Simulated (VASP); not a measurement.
# BN (P6_3/mmc) in VASP: single point with PBE

Aim: the single point of BN with PBE.

Program: VASP 6.6.1. These are calculated values, not measurements. Logs are shortened: lines on timing, memory, paths and dates and some standing lists are left out, and cuts for length are marked.

## Step 1: The cell of the first run

Symmetry: P6_3/mmc, No. 194, hexagonal system. Conventional cell: a = 2.504 Å, b = 2.504 Å, c = 6.661 Å, α = 90.00°, β = 90.00°, γ = 120.00°. Within 1.9 Å of B (site symmetry -6m2) lie 3 N at 1.45 Å. N (site symmetry -6m2) has 3 B at 1.45 Å within 1.9 Å.

## Step 2: Single point, PBE

INCAR reads:

```
ALGO = Normal
EDIFF = 1E-7
ENCUT = 520
GGA = PE
ISIF = 2
ISMEAR = 0
LASPH = True
LCHARG = False
LREAL = False
LWAVE = False
NBANDS = 16
NELM = 100
PREC = Accurate
SIGMA = 0.05
```

KPOINTS reads:

```
k-points
0
Gamma
  12 12 4
```

POSCAR reads:

```
BN
1.0
    2.5039917043      0.0000000000      0.0000000000
   -1.2519958522      2.1685204268      0.0000000000
    0.0000000000      0.0000000000      6.6612000000
B N
2 2
Direct
    0.3333333333      0.6666666667      0.2500000000
    0.6666666667      0.3333333333      0.7500000000
    0.3333333333      0.6666666667      0.7500000000
    0.6666666667      0.3333333333      0.2500000000
```

Potentials or basis: VASP PAW PBE potentials, release 64 (B, N).

Command:

```
cat potpaw_PBE.64/B/POTCAR potpaw_PBE.64/N/POTCAR > POTCAR
mpirun -np 1 vasp_std > vasp.out
```

OUTCAR:

```text
EDIFF = 1E-7
   ENCUT = 520
   GGA = PE
   ISIF = 2
   ISMEAR = 0
   LASPH = True
   LREAL = False
   NELM = 100
   PREC = Accurate

 ion  position               nearest neighbor table
   1  0.333  0.667  0.250-   4 1.45   4 1.45   4 1.45
   2  0.667  0.333  0.750-   3 1.45   3 1.45   3 1.45
   3  0.333  0.667  0.750-   2 1.45   2 1.45   2 1.45
   4  0.667  0.333  0.250-   1 1.45   1 1.45   1 1.45

  LATTYP: Found a hexagonal cell.
 ALAT       =     2.5039917043
 C/A-ratio  =     2.6602324555

  Lattice vectors:

 A1 = (   2.5039917043,   0.0000000000,   0.0000000000)
 A2 = (  -1.2519958522,   2.1685204268,   0.0000000000)
 A3 = (   0.0000000000,   0.0000000000,   6.6612000000)

Analysis of symmetry for initial positions (statically):
=====================================================================
 Subroutine PRICEL returns:
 Original cell was already a primitive cell.

 Routine SETGRP: Setting up the symmetry group for a
 hexagonal supercell.

 Subroutine GETGRP returns: Found 24 space group operations
 (whereof 12 operations were pure point group operations)
 out of a pool of 24 trial point group operations.

The static configuration has the point symmetry D_3d.
 The point group associated with its full space group is D_6h.

Analysis of symmetry for dynamics (positions and initial velocities):
=====================================================================
 Subroutine PRICEL returns:
 Original cell was already a primitive cell.

 Routine SETGRP: Setting up the symmetry group for a
 hexagonal supercell.

 Subroutine GETGRP returns: Found 24 space group operations
 (whereof 12 operations were pure point group operations)
 out of a pool of 24 trial point group operations.

The dynamic configuration has the point symmetry D_3d.
 The point group associated with its full space group is D_6h.

 Subroutine INISYM returns: Found 24 space group operations
 (whereof 12 operations are pure point group operations),
 and found     1 'primitive' translations

----------------------------------------------------------------------------------------

                                     Primitive cell

  volume of cell :      36.1700

  direct lattice vectors                    reciprocal lattice vectors
     2.503991704  0.000000000  0.000000000     0.399362345  0.230571958  0.000000000
    -1.251995852  2.168520427  0.000000000     0.000000000  0.461143915  0.000000000
     0.000000000  0.000000000  6.661200000     0.000000000  0.000000000  0.150123101

  length of vectors
     2.503991704  2.503991704  6.661200000     0.461143915  0.461143915  0.150123101

  position of ions in fractional coordinates (direct lattice)
     0.333333333  0.666666667  0.250000000
     0.666666667  0.333333333  0.750000000
     0.333333333  0.666666667  0.750000000
     0.666666667  0.333333333  0.250000000

  ion indices of the primitive-cell ions
   primitive index   ion index
                 1           1
                 2           2
                 3           3
                 4           4

----------------------------------------------------------------------------------------

 KPOINTS: k-points

Automatic generation of k-mesh.
 Grid dimensions read from file:
 generate k-points for:   12   12    4

 Generating k-lattice:

  Cartesian coordinates                     Fractional coordinates (reciprocal lattice)
     0.033280195  0.019214330  0.000000000     0.083333333 -0.000000000  0.000000000
     0.000000000  0.038428660  0.000000000     0.000000000  0.083333333  0.000000000
     0.000000000  0.000000000  0.037530775     0.000000000  0.000000000  0.250000000

  Length of vectors
     0.038428660  0.038428660  0.037530775

  Shift w.r.t. Gamma in fractional coordinates (k-lattice)
     0.000000000  0.000000000  0.000000000

 Subroutine IBZKPT returns following result:
 ===========================================

 Found     57 irreducible k-points:

 Following reciprocal coordinates:
            Coordinates               Weight
  0.000000  0.000000  0.000000      1.000000
  0.083333  0.000000  0.000000      6.000000
  0.166667  0.000000  0.000000      6.000000
  0.250000  0.000000  0.000000      6.000000
  0.333333  0.000000  0.000000      6.000000
  0.416667  0.000000  0.000000      6.000000
[... 16 lines left out ...]
  0.250000  0.000000  0.250000     12.000000
  0.333333  0.000000  0.250000     12.000000
 [... further k-points ...]
   k-points           NKPTS =     57   k-points in BZ     NKDIM =     57   number of bands    NBANDS=     16
   number of dos      NEDOS =    301   number of ions     NIONS =      4
   total plane-waves  NPLWV =  20000
   dimension x,y,z NGX =    20 NGY =   20 NGZ =   50
   dimension x,y,z NGXF=    40 NGYF=   40 NGZF=  100
   ions per type =               2   2
   NGX,Y,Z   is equivalent  to a cutoff of  13.28, 13.28, 12.48 a.u.
   NGXF,Y,Z  is equivalent  to a cutoff of  26.56, 26.56, 24.96 a.u.
 SYSTEM =  unknown system
   PREC   = accura    normal or accurate (medium, high low for compatibility)
   ISTART =      0    job   : 0-new  1-cont  2-samecut
   ICHARG =      2    charge: 1-file 2-atom 10-const
   ISPIN  =      1    spin polarized calculation?
   LNONCOLLINEAR =      F non collinear calculations
   LSORBIT =      F    spin-orbit coupling
   LASPH  =      T    aspherical Exc in radial PAW
   ENCUT  =  520.0 eV  38.22 Ry    6.18 a.u.   4.66  4.66 12.39*2*pi/ulx,y,z
   NELM   =    100;   NELMIN=  2; NELMDL= -5     # of ELM steps
   EDIFF  = 0.1E-06   stopping-criterion for ELM
   LREAL  =      F    real-space projection
   EDIFFG = 0.1E-05   stopping-criterion for IOM
   NSW    =      0    number of steps for IOM
   IBRION =     -1    ionic relax: 0-MD 1-quasi-New 2-CG
   NFREE  =      0    steps in history (QN), initial steepest desc. (CG)
   ISIF   =      2    stress and relaxation
   ISYM   =      2    0-nonsym 1-usesym 2-fastsym
   POTIM  = 0.5000    time-step for ionic-motion
   TEBEG  =    0.0;   TEEND  =   0.0 temperature during run
   PSTRESS=    0.0 pullay stress
   NELECT =      16.0000    total number of electrons
   NUPDOWN=      -1.0000    fix difference up-down
   EMIN   =  10.00;   EMAX   =-10.00  energy-range for DOS
   EFERMI =   0.00;   METHOD = LEGACY
   ISMEAR =     0;   SIGMA  =   0.05  broadening in eV -4-tet -1-fermi 0-gaus
   EFERMI_NEDOS =   21; number of points for ismear=-14 and -15
   IALGO  =     38    algorithm
   IMIX   =      4    mixing-type and parameters
     AMIX     =   0.40;   BMIX     =  1.00
     AMIX_MAG =   1.60;   BMIX_MAG =  1.00
  volume/ion in A,a.u.               =       9.04        61.02
  Fermi-wavevector in a.u.,A,eV,Ry     =   1.247379  2.357205 21.170055  1.555955
  Thomas-Fermi vector in A             =   2.381514
   LORBIT       =      0    0 simple, 1 ext, 2 COOP (PROOUT), +10 PAW based schemes
   GGA     = PE    functional components
   LHFCALC =     F    Hartree Fock is set to
   AEXX    =    0.0000 exact exchange contribution
   IVDW    =     0    specifies the selected vdW correction
   LEPSILON=     F    determine dielectric tensor
   LRPA    =     F    only Hartree local field effects (RPA)
 non-spin polarized calculation
 Gauss-broadening in eV      SIGMA  =   0.05
  energy-cutoff  :      520.00
  volume of cell :       36.17
 maximum number of plane-waves:       992
 NGX is ok and might be reduce to    20
   NGX =  9   NGY =  9   NGZ = 25

 number of electron      15.9999998 magnetization

 Free energy of the ion-electron system (eV)
  ---------------------------------------------------
  ext. energy  EPLUGINS =         0.00000000
  ---------------------------------------------------
  free energy    TOTEN  =       -35.15478759 eV

  energy without entropy =      -35.15478759  energy(sigma->0) =      -35.15478759

 E-fermi :   2.5655     XC(G=0): -10.0491

 val. band max:        2.2479195223   @ k =   0.3333   0.3333   0.5000
 cond. band min:       6.5290068577   @ k =   0.5000   0.0000   0.0000
 fundamental gap:      4.2810873354
 Fermi energy:         2.5654686270

 k-point     1 :       0.0000    0.0000    0.0000
  band No.  band energies     occupation
      1     -15.5471      2.00000
      2     -15.2597      2.00000
      3      -3.9516      2.00000
      4      -1.8580      2.00000
      5       0.9177      2.00000
      6       0.9177      2.00000
[... 8 lines left out ...]
     15      14.4623      0.00000
     16      15.2729      0.00000

 k-point     2 :       0.0833    0.0000    0.0000
  band No.  band energies     occupation
      1     -15.4112      2.00000
      2     -15.1283      2.00000
      3      -3.7651      2.00000
      4      -1.6904      2.00000
      5       0.3597      2.00000
      6       0.3911      2.00000
[... 8 lines left out ...]
     15      14.7681      0.00000
     16      14.9503      0.00000

 k-point     3 :       0.1667    0.0000    0.0000
  band No.  band energies     occupation
      1     -15.0105      2.00000
      2     -14.7414      2.00000
      3      -3.2121      2.00000
      4      -1.1975      2.00000
      5      -1.0561      2.00000
      6      -1.0180      2.00000
[... 8 lines left out ...]
     15      16.0785      0.00000
     16      16.1167      0.00000

 k-point     4 :       0.2500    0.0000    0.0000
  band No.  band energies     occupation
      1     -14.3719      2.00000
      2     -14.1270      2.00000
      3      -2.8546      2.00000
      4      -2.7958      2.00000
      5      -2.3179      2.00000
      6      -0.7099      2.00000
[... 8 lines left out ...]
     15      17.5417      0.00000
     16      18.2781      0.00000
[... 324 lines left out ...]
 k-point    22 :       0.1667    0.0000    0.2500
  band No.  band energies     occupation
      1     -14.9730      2.00000
      2     -14.7829      2.00000
      3      -2.9682      2.00000
      4      -1.5783      2.00000
      5      -1.0443      2.00000
      6      -1.0008      2.00000
[... 8 lines left out ...]
     15      16.0202      0.00000
     16      16.0995      0.00000

 k-point    23 :       0.2500    0.0000    0.2500
  band No.  band energies     occupation
      1     -14.3376      2.00000
      2     -14.1645      2.00000
      3      -2.8601      2.00000
      4      -2.8111      2.00000
      5      -2.0651      2.00000
      6      -0.7425      2.00000
[... 8 lines left out ...]
     15      18.2932      0.00000
     16      18.3716      0.00000

 k-point    24 :       0.3333    0.0000    0.2500
  band No.  band energies     occupation
      1     -13.5327      2.00000
      2     -13.3873      2.00000
      3      -4.6374      2.00000
      4      -4.5813      2.00000
      5      -1.3303      2.00000
      6      -1.2881      2.00000
[... 8 lines left out ...]
     15      19.0306      0.00000
     16      20.8237      0.00000

 [... further k-points ...]

------------------------ aborting loop because EDIFF is reached ----------------------------------------

  FORCE on cell =-STRESS in cart. coord.  units (eV):
  Direction    XX          YY          ZZ          XY          YZ          ZX
  --------------------------------------------------------------------------------------
  -------------------------------------------------------------------------------------
  Total        0.8430524      0.8430524      0.6095595     -0.0000000      0.0000000      0.0000000
  in kB       37.3436084     37.3436084     27.0008746     -0.0000000      0.0000000      0.0000000
  external PRESSURE =      33.8960305 kB  Pullay stress =       0.0000000 kB

 VOLUME and BASIS-vectors are now :
 -----------------------------------------------------------------------------
  energy-cutoff  :      520.00
  volume of cell :       36.17
      direct lattice vectors                 reciprocal lattice vectors
     2.503991704  0.000000000  0.000000000     0.399362345  0.230571958  0.000000000
    -1.251995852  2.168520427  0.000000000     0.000000000  0.461143915  0.000000000
     0.000000000  0.000000000  6.661200000     0.000000000  0.000000000  0.150123101

 POSITION                                       TOTAL-FORCE (eV/Angst)
 -----------------------------------------------------------------------------------
     -0.00000      1.44568      1.66530         0.000000      0.000000      0.000000
      1.25200      0.72284      4.99590        -0.000000     -0.000000      0.000000
     -0.00000      1.44568      4.99590         0.000000     -0.000000      0.000000
      1.25200      0.72284      1.66530        -0.000000      0.000000      0.000000
 -----------------------------------------------------------------------------------
    total drift:                               -0.000000      0.000000      0.000000

  FREE ENERGIE OF THE ION-ELECTRON SYSTEM (eV)
  ---------------------------------------------------
  free  energy   TOTEN  =       -35.1547875898 eV

  energy  without entropy=      -35.1547875898  energy(sigma->0) =      -35.15478759
```

Run time: 27 s. Hardware: 1 thread of Intel Xeon Platinum 8488C (Sapphire Rapids), shared host; peak memory 0.16 GiB.

Results:

```
Free energy            : -35.1548 eV
Pressure               : 3.4 GPa
Band gap on the k mesh : 4.28 eV, indirect (least direct gap 4.64 eV)
```

Caveat: this functional lacks dispersion, which binds the layers, so the pressure and a relaxed spacing across them are unreliable. A k mesh can miss the band edges.
